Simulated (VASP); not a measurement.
Write the native input for VASP 6.6.1 that does the following.

```yaml
Task: single point
Functional: PBE
Dispersion: D3(BJ)
Potentials_or_basis: VASP PAW PBE potentials, release 64 (C, Se, N)
Cutoff: 520 eV
k_mesh: 2 × 2 × 1, shifted
Occupations: fermi-dirac, width 0.1293 eV
Spin: no spin polarisation
Dipole_correction: no
Further_INCAR_settings: LREAL = Auto; ALGO = Normal; EDIFF = 1e-06; NBANDS = 64
```

The structure of C2SeN2 lies in POSCAR:

```
C2SeN2
1.0
    4.5559792046     -3.7237210199      0.0000000000
    4.5559792046      3.7237210199      0.0000000000
    0.0000000000      0.0000000000     13.4762268848
C Se N
8 4 8
Direct
    1.0449421782      0.2722100147      0.5786676098
    0.2687187097      0.9188490462      0.3102328297
    0.8727385764      0.4024090349      0.1262216060
    0.4608667356      0.8429710857      0.8751202470
   -0.0755468227      0.7559878126      0.4101903335
    0.7624039280     -0.0449103106      0.6214893881
    0.1710389501      0.5295096821      0.9009814174
    0.6123137905      0.1327813576      0.0971061864
    0.7374672597      0.2903295738      0.6051169270
    0.2618629359      0.6921258346      0.4096280841
    0.9082295815      0.0937886006      0.1260392107
    0.1304207504      0.8428685911      0.8837616865
    0.2342602498      0.2527092688      0.5535672606
    0.2511619154      0.1084586900      0.2898278601
    0.8668437488      0.5882004255      0.1547162286
    0.6320958592      0.9003549459      0.8565551099
    0.7287569147      0.8533027648      0.3987992371
    0.7136215416      0.7670414941      0.6217929597
    0.2132054835      0.3297708754      0.8986194803
    0.4129594573      0.1900762188      0.0762847056
```

This cell differs from its parent crystal: dynamics (nvt langevin) at 1500 K, volume x 1.1, from the last frame before.

One way to write it, as run:

INCAR

```
SYSTEM = C2SeN2
PREC = Accurate
ENCUT = 520
EDIFF = 1E-6
ISMEAR = -1
SIGMA = 0.1293
LREAL = Auto
LASPH = .TRUE.
NELM = 60
ALGO = Normal
ISIF = 2
LWAVE = .FALSE.
LCHARG = .FALSE.
GGA = PE
IVDW = 12
NBANDS = 64
```

KPOINTS

```
Automatic mesh
0
Gamma
  2 2 1
  0.5 0.5 0
```

Potentials or basis: VASP PAW PBE potentials, release 64 (C, Se, N).

Launch:

```sh
$ cat potpaw_PBE.64/C/POTCAR potpaw_PBE.64/Se/POTCAR potpaw_PBE.64/N/POTCAR > POTCAR
$ mpirun -np 1 vasp_std > vasp.out
```

It gave:

```yaml
Pressure: 1.2 GPa
Largest_force: 5.152 eV/Å
Band_gap_on_the_k_mesh: 2.48 eV
Dispersion_energy_per_atom: -0.102 eV
```

Caveat: the k points lie up to 0.54 Å⁻¹ apart; the atoms stand as in a frame of molecular dynamics; a shifted mesh leaves out Γ, where band edges can lie; forces of over 1 eV/Å act on the atoms, so gaps and moduli don't describe the material at rest.

It took 100 s on 1 thread of AMD EPYC 9R45 96-Core Processor (Zen 5), with other jobs on the host, peak memory 0.46 GiB.
